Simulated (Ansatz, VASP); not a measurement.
# Two plane-wave programs on Ir

Contents of INCAR:

```
  PREC = Accurate
  ENCUT = 520
  EDIFF = 1E-6
  ISMEAR = 0
  SIGMA = 0.15
  LREAL = False
  LASPH = True
  NELM = 60
  ALGO = Normal
  ISIF = 2
  LWAVE = False
  LCHARG = False
  GGA = PE
  NBANDS = 10
```

KPOINTS

```
Automatic mesh
0
Gamma
  22 22 22
```

File POSCAR:

```
Ir
1.0
    0.0000000000      2.1197847763      1.6385936321
    2.1197847763      0.0000000000      1.6385936321
    2.1197847763      2.1197847763      0.0000000000
Ir
1
Direct
    0.0000000000      0.0000000000      0.0000000000
```

Input for Ansatz:

```yaml
crystal:
  lattice:
    - [0.0, 2.1197847763, 1.6385936321]
    - [2.1197847763, 0.0, 1.6385936321]
    - [2.1197847763, 2.1197847763, 0.0]
  atoms:
    - { symbol: Ir, position: [0.0, 0.0, 0.0] }
basis:
  ecutwfc: 420
kpoints:
  mp_grid: { grid: [22, 22, 22] }
hamiltonian:
  xc: pbe
  pseudopotentials: { kind: paw, azcp: { folder: soft_1 } }
scf:
  occupations: { method: gaussian, width: 0.15 }
output:
  forces: true
  stress: true
  eigenvalues: true
```

Alike in both runs: task single point; functional PBE; k mesh 22 × 22 × 22; occupations gaussian, width 0.15 eV; no spin polarisation.

```csv
,VASP,Ansatz
version,VASP 6.6.1,Ansatz 0.2.0
potentials or method,"VASP PAW PBE potentials, release 64 (Ir), cutoff 520 eV","scalar-relativistic, plane waves, PAW"
valence electrons in the cell,9,17
```

Ansatz gave:

| Quantity | Value |
| --- | --- |
| gap on the k mesh at the Fermi level (eV) | none |
| pressure (GPa) | 4.3 |
| traceless stress, the component that is largest in VASP (GPa) | 27.84 |

Problem. Estimate VASP's values.

Solution. gap on the k mesh at the Fermi level (eV): none; pressure (GPa): 4.9; traceless stress, the component that is largest in VASP (GPa): 27.54.

A gap of «none» marks a metal or a gap that the smearing closes. VASP's potentials hold 9 valence electrons a cell and Ansatz's 17, so a difference there can come from the potentials and not from the codes.

Neither program's run includes spin-orbit coupling.
